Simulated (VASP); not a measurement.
# CuAu (P4/mmm) in VASP: settings compared

Aim: see how the results for CuAu move with the level of theory and the settings. Levels: LDA, r2SCAN0, r2SCAN, PBEsol. Tasks: single point.

Program: VASP 6.6.1. These are calculated values, not measurements. Logs are shortened: lines on timing, memory, paths and dates and some standing lists are left out, and cuts for length are marked.

## Step 1: The cell of the first run

Symmetry: P4/mmm, No. 123, tetragonal system. The conventional cell has a = 2.848 Å, b = 2.848 Å, c = 3.733 Å, α = 90.00°, β = 90.00°, γ = 90.00°. Au (site symmetry 4/mmm) has 8 Cu at 2.75 Å and 4 Au at 2.85 Å within 3.6 Å. Within 3.6 Å of Cu (site symmetry 4/mmm) lie 8 Au at 2.75 Å and 4 Cu at 2.85 Å.

## Step 2: Single point, LDA (volume scaled by 1.04)

Contents of INCAR:

```
  PREC = Accurate
  ENCUT = 520
  EDIFF = 1E-7
  ISMEAR = -1
  SIGMA = 0.05
  LREAL = False
  LASPH = True
  NELM = 80
  ALGO = Normal
  ISIF = 2
  LWAVE = False
  LCHARG = True
  GGA = CA
  LELF = True
  LVHAR = True
  NBANDS = 18
```

Contents of KPOINTS:

```
Automatic mesh
0
Gamma
  9 9 7
```

Contents of POSCAR:

```
CuAu
1.0
    2.8477372423      0.0000000000      0.0000000000
    0.0000000000      2.8477372423      0.0000000000
    0.0000000000      0.0000000000      3.7334924031
Au Cu
1 1
Direct
    0.0000000000      0.0000000000      0.0000000000
    0.5000000000      0.5000000000      0.5000000000
```

Potentials or basis: VASP PAW LDA potentials, release 64 (Au, Cu).

Run with:

```
cat potpaw_LDA.64/Au/POTCAR potpaw_LDA.64/Cu/POTCAR > POTCAR
mpirun -np 1 vasp_std > vasp.out
```

OUTCAR:

```text
PREC = Accurate
   ENCUT = 520
   EDIFF = 1E-7
   ISMEAR = -1
   LREAL = False
   LASPH = True
   NELM = 80
   ISIF = 2
   GGA = CA

 ion  position               nearest neighbor table
   1  0.000  0.000  0.000-   2 2.75   2 2.75   2 2.75   2 2.75   2 2.75   2 2.75   2 2.75   2 2.75

   2  0.500  0.500  0.500-   1 2.75   1 2.75   1 2.75   1 2.75   1 2.75   1 2.75   1 2.75   1 2.75

  LATTYP: Found a simple tetragonal cell.
 ALAT       =     2.8477372423
 C/A-ratio  =     1.3110382333

  Lattice vectors:

 A1 = (   2.8477372423,   0.0000000000,   0.0000000000)
 A2 = (   0.0000000000,   2.8477372423,   0.0000000000)
 A3 = (   0.0000000000,   0.0000000000,   3.7334924031)

Analysis of symmetry for initial positions (statically):
=====================================================================
 Subroutine PRICEL returns:
 Original cell was already a primitive cell.

 Routine SETGRP: Setting up the symmetry group for a
 simple tetragonal supercell.

 Subroutine GETGRP returns: Found 16 space group operations
 (whereof 16 operations were pure point group operations)
 out of a pool of 16 trial point group operations.

The static configuration has the point symmetry D_4h.

Analysis of symmetry for dynamics (positions and initial velocities):
=====================================================================
 Subroutine PRICEL returns:
 Original cell was already a primitive cell.

 Routine SETGRP: Setting up the symmetry group for a
 simple tetragonal supercell.

 Subroutine GETGRP returns: Found 16 space group operations
 (whereof 16 operations were pure point group operations)
 out of a pool of 16 trial point group operations.

The dynamic configuration has the point symmetry D_4h.

 Subroutine INISYM returns: Found 16 space group operations
 (whereof 16 operations are pure point group operations),
 and found     1 'primitive' translations

----------------------------------------------------------------------------------------

                                     Primitive cell

  volume of cell :      30.2772

  direct lattice vectors                    reciprocal lattice vectors
     2.847737242  0.000000000  0.000000000     0.351155993  0.000000000  0.000000000
     0.000000000  2.847737242  0.000000000     0.000000000  0.351155993  0.000000000
     0.000000000  0.000000000  3.733492403     0.000000000  0.000000000  0.267845730

  length of vectors
     2.847737242  2.847737242  3.733492403     0.351155993  0.351155993  0.267845730

  position of ions in fractional coordinates (direct lattice)
     0.000000000  0.000000000  0.000000000
     0.500000000  0.500000000  0.500000000

  ion indices of the primitive-cell ions
   primitive index   ion index
                 1           1
                 2           2

----------------------------------------------------------------------------------------

 KPOINTS: Automatic mesh

Automatic generation of k-mesh.
 Grid dimensions read from file:
 generate k-points for:    9    9    7

 Generating k-lattice:

  Cartesian coordinates                     Fractional coordinates (reciprocal lattice)
     0.039017333  0.000000000  0.000000000     0.111111111  0.000000000  0.000000000
     0.000000000  0.039017333  0.000000000     0.000000000  0.111111111  0.000000000
     0.000000000  0.000000000  0.038263676     0.000000000  0.000000000  0.142857143

  Length of vectors
     0.039017333  0.039017333  0.038263676

  Shift w.r.t. Gamma in fractional coordinates (k-lattice)
     0.000000000  0.000000000  0.000000000

 Subroutine IBZKPT returns following result:
 ===========================================

 Found     60 irreducible k-points:

 Following reciprocal coordinates:
            Coordinates               Weight
  0.000000  0.000000  0.000000      1.000000
  0.111111  0.000000  0.000000      4.000000
  0.222222  0.000000  0.000000      4.000000
  0.333333  0.000000  0.000000      4.000000
  0.444444  0.000000  0.000000      4.000000
  0.111111  0.111111  0.000000      4.000000
[... 16 lines left out ...]
  0.333333  0.111111  0.142857     16.000000
  0.444444  0.111111  0.142857     16.000000
 [... further k-points ...]
   k-points           NKPTS =     60   k-points in BZ     NKDIM =     60   number of bands    NBANDS=     18
   number of dos      NEDOS =    301   number of ions     NIONS =      2
   total plane-waves  NPLWV =  16128
   dimension x,y,z NGX =    24 NGY =   24 NGZ =   28
   dimension x,y,z NGXF=    48 NGYF=   48 NGZF=   56
   ions per type =               1   1
   NGX,Y,Z   is equivalent  to a cutoff of  14.01, 14.01, 12.47 a.u.
   NGXF,Y,Z  is equivalent  to a cutoff of  28.02, 28.02, 24.94 a.u.
 SYSTEM =  unknown system
   PREC   = accura    normal or accurate (medium, high low for compatibility)
   ISTART =      0    job   : 0-new  1-cont  2-samecut
   ICHARG =      2    charge: 1-file 2-atom 10-const
   ISPIN  =      1    spin polarized calculation?
   LNONCOLLINEAR =      F non collinear calculations
   LSORBIT =      F    spin-orbit coupling
   LASPH  =      T    aspherical Exc in radial PAW
   ENCUT  =  520.0 eV  38.22 Ry    6.18 a.u.   5.29  5.29  6.94*2*pi/ulx,y,z
   NELM   =     80;   NELMIN=  2; NELMDL= -5     # of ELM steps
   EDIFF  = 0.1E-06   stopping-criterion for ELM
   LREAL  =      F    real-space projection
   EDIFFG = 0.1E-05   stopping-criterion for IOM
   NSW    =      0    number of steps for IOM
   IBRION =     -1    ionic relax: 0-MD 1-quasi-New 2-CG
   NFREE  =      0    steps in history (QN), initial steepest desc. (CG)
   ISIF   =      2    stress and relaxation
   ISYM   =      2    0-nonsym 1-usesym 2-fastsym
   POTIM  = 0.5000    time-step for ionic-motion
   TEBEG  =    0.0;   TEEND  =   0.0 temperature during run
   PSTRESS=    0.0 pullay stress
   NELECT =      22.0000    total number of electrons
   NUPDOWN=      -1.0000    fix difference up-down
   EMIN   =  10.00;   EMAX   =-10.00  energy-range for DOS
   EFERMI =   0.00;   METHOD = LEGACY
   ISMEAR =    -1;   SIGMA  =   0.05  broadening in eV -4-tet -1-fermi 0-gaus
   EFERMI_NEDOS =   21; number of points for ismear=-14 and -15
   IALGO  =     38    algorithm
   IMIX   =      4    mixing-type and parameters
     AMIX     =   0.40;   BMIX     =  1.00
     AMIX_MAG =   1.60;   BMIX_MAG =  1.00
  volume/ion in A,a.u.               =      15.14       102.16
  Fermi-wavevector in a.u.,A,eV,Ry     =   1.471784  2.781268 29.472227  2.166148
  Thomas-Fermi vector in A             =   2.586878
   LORBIT       =      0    0 simple, 1 ext, 2 COOP (PROOUT), +10 PAW based schemes
   GGA     = CA    functional components
   LHFCALC =     F    Hartree Fock is set to
   AEXX    =    0.0000 exact exchange contribution
   IVDW    =     0    specifies the selected vdW correction
   LEPSILON=     F    determine dielectric tensor
   LRPA    =     F    only Hartree local field effects (RPA)
 non-spin polarized calculation
  energy-cutoff  :      520.00
  volume of cell :       30.28
 maximum number of plane-waves:       826
 NGX is ok and might be reduce to    24
   NGX = 11   NGY = 11   NGZ = 13

 number of electron      22.0000010 magnetization

 Free energy of the ion-electron system (eV)
  ---------------------------------------------------
  ext. energy  EPLUGINS =         0.00000000
  ---------------------------------------------------
  free energy    TOTEN  =        -9.16055059 eV

  energy without entropy =       -9.15636424  energy(sigma->0) =       -9.15845742

 E-fermi :   7.8910     XC(G=0): -12.7471

 val. band max:        7.8544520369   @ k =   0.4444   0.4444   0.0000
 cond. band min:       7.9134655674   @ k =   0.3333   0.1111   0.4286
 fundamental gap:      0.0590135305
 Fermi energy:         7.8909637345

 k-point     1 :       0.0000    0.0000    0.0000
  band No.  band energies     occupation
      1      -1.4978      2.00000
      2       1.6162      2.00000
      3       1.7834      2.00000
      4       4.0122      2.00000
      5       4.0122      2.00000
      6       5.0179      2.00000
[... 10 lines left out ...]
     17      24.3649      0.00000
     18      25.2772      0.00000

 k-point     2 :       0.1111    0.0000    0.0000
  band No.  band energies     occupation
      1      -1.2217      2.00000
      2       1.7434      2.00000
      3       1.9470      2.00000
      4       3.8514      2.00000
      5       4.0751      2.00000
      6       4.9030      2.00000
[... 10 lines left out ...]
     17      25.3088      0.00000
     18      26.3685      0.00000

 k-point     3 :       0.2222    0.0000    0.0000
  band No.  band energies     occupation
      1      -0.4564      2.00000
      2       1.9978      2.00000
      3       2.4912      2.00000
      4       3.4310      2.00000
      5       4.2511      2.00000
      6       4.6012      2.00000
[... 10 lines left out ...]
     17      24.2938      0.00000
     18      26.0821      0.00000

 k-point     4 :       0.3333    0.0000    0.0000
  band No.  band energies     occupation
      1       0.5786      2.00000
      2       2.3369      2.00000
      3       2.9617      2.00000
      4       3.1967      2.00000
      5       4.2538      2.00000
      6       4.4969      2.00000
[... 375 lines left out ...]
      4       3.3880      2.00000
      5       3.9529      2.00000
      6       4.3760      2.00000
[... 10 lines left out ...]
     17      25.2802      0.00000
     18      26.2140      0.00000

 k-point    23 :       0.3333    0.1111    0.1429
  band No.  band energies     occupation
      1       0.9715      2.00000
      2       2.4254      2.00000
      3       2.9222      2.00000
      4       3.2784      2.00000
      5       3.9684      2.00000
      6       4.2164      2.00000
[... 10 lines left out ...]
     17      24.5835      0.00000
     18      25.0067      0.00000

 k-point    24 :       0.4444    0.1111    0.1429
  band No.  band energies     occupation
      1       1.7269      2.00000
      2       2.2547      2.00000
      3       2.9723      2.00000
      4       3.2647      2.00000
      5       4.0291      2.00000
      6       4.5990      2.00000
[... 10 lines left out ...]
     17      22.4793      0.00000
     18      23.3635      0.00000

 [... further k-points ...]

------------------------ aborting loop because EDIFF is reached ----------------------------------------

  FORCE on cell =-STRESS in cart. coord.  units (eV):
  Direction    XX          YY          ZZ          XY          YZ          ZX
  --------------------------------------------------------------------------------------
  -------------------------------------------------------------------------------------
  Total       -2.5790113     -2.5790113     -2.5328844      0.0000000      0.0000000     -0.0000000
  in kB     -136.4736237   -136.4736237   -134.0327250      0.0000000      0.0000000     -0.0000000
  external PRESSURE =    -135.6599908 kB  Pullay stress =       0.0000000 kB

 VOLUME and BASIS-vectors are now :
 -----------------------------------------------------------------------------
  energy-cutoff  :      520.00
  volume of cell :       30.28
      direct lattice vectors                 reciprocal lattice vectors
     2.847737242  0.000000000  0.000000000     0.351155993  0.000000000  0.000000000
     0.000000000  2.847737242  0.000000000     0.000000000  0.351155993  0.000000000
     0.000000000  0.000000000  3.733492403     0.000000000  0.000000000  0.267845730

 POSITION                                       TOTAL-FORCE (eV/Angst)
 -----------------------------------------------------------------------------------
      0.00000      0.00000      0.00000         0.000000      0.000000      0.000000
      1.42387      1.42387      1.86675         0.000000      0.000000      0.000000
 -----------------------------------------------------------------------------------
    total drift:                                0.000000      0.000000     -0.000000

  FREE ENERGIE OF THE ION-ELECTRON SYSTEM (eV)
  ---------------------------------------------------
  free  energy   TOTEN  =        -9.1605505911 eV

  energy  without entropy=       -9.1563642414  energy(sigma->0) =       -9.15845742
```

Run time: 31 s. Hardware: 1 thread of Intel Xeon Platinum 8259CL at 2.50GHz (Skylake/Cascade Lake), shared host; peak memory 0.15 GiB.

Results:

| Item | Value |
| --- | --- |
| Free energy | -9.1606 eV |
| Pressure | -13.6 GPa |
| Band gap on the k mesh | zero (band 11 reaches 11.26 eV, above the bottom of band 12 at 6.01 eV) |

Caveat: the cell differs from its parent crystal (volume scaled by 1.04); spin-orbit coupling is left out, which moves the levels of the heavy elements.

## Step 3: Single point, r2SCAN0

This run uses another cell than the first one, of 14.56 Å³/atom, 0.962 times its volume.

Contents of POSCAR:

```
CuAu
1.0
    2.8107494552      0.0000000000      0.0000000000
    0.0000000000      2.8107494552      0.0000000000
    0.0000000000      0.0000000000      3.6850000000
Au Cu
1 1
Direct
    0.0000000000      0.0000000000      0.0000000000
    0.5000000000      0.5000000000      0.5000000000
```

Contents of INCAR.step1:

```
PREC = Accurate ; ENCUT = 520
EDIFF = 1E-5 ; ISMEAR = -1
SIGMA = 0.05 ; LREAL = F
LASPH = T ; NELM = 80
ALGO = Normal ; ISIF = 2
LWAVE = T ; LCHARG = F
GGA = PE ; NBANDS = 18
```

Contents of INCAR.step2:

```
PREC = Accurate ; ENCUT = 520
EDIFF = 1E-6 ; ISMEAR = -1
SIGMA = 0.05 ; LREAL = F
LASPH = T ; NELM = 80
ALGO = Normal ; ISIF = 2
LWAVE = F ; LCHARG = F
METAGGA = R2SCAN ; LHFCALC = T
AEXX = 0.25 ; LMIXTAU = T
PRECFOCK = Normal ; ISTART = 1
NBANDS = 18
```

Contents of KPOINTS:

```
Automatic mesh
0
Gamma
  5 5 4
```

Potentials or basis: VASP PAW PBE potentials, release 64 (Au, Cu).

Run with:

```
cat potpaw_PBE.64/Au/POTCAR potpaw_PBE.64/Cu/POTCAR > POTCAR
cp INCAR.step1 INCAR
mpirun -np 1 vasp_std > vasp.out
cp INCAR.step2 INCAR
mpirun -np 1 vasp_std > vasp.out
```

Wall time 21 min (1 thread of AMD EPYC 7R13 (Zen 3), shared host); peak memory 0.13 GiB.

It converged, with:

| Property | Result |
| --- | --- |
| Free energy | -49.2331 eV |
| Pressure | -0.6 GPa |
| Band gap on the k mesh | zero (band 11 reaches 11.57 eV, above the bottom of band 12 at 4.54 eV) |

Stress tensor (GPa, compression positive):
```
-0.42  0.00  0.00
 0.00 -0.42  0.00
 0.00  0.00 -0.95
```

Levels at points of the mesh, in eV from the Fermi level:
| k point | band 7 | band 8 | band 9 | band 10 | band 11 | band 12 | band 13 | band 14 | band 15 | band 16 |
| --- | --- | --- | --- | --- | --- | --- | --- | --- | --- | --- |
| (0.00, 0.00, 0.00) | -4.72 | -4.05 | -3.45 | -3.07 | -3.07 | 2.97 | 9.77 | 11.83 | 11.83 | 18.79 |
| (0.00, 0.00, 0.50) | -5.15 | -4.33 | -4.15 | -4.15 | -4.10 | -3.87 | 16.24 | 16.61 | 16.61 | 17.11 |

Caveat: the k points lie up to 0.45 Å⁻¹ apart; the PAW data sets were made with another functional, which shifts forces and pressure a little; spin-orbit coupling is left out, which moves the levels of the heavy elements.

(Continued in part 2 of 2.)
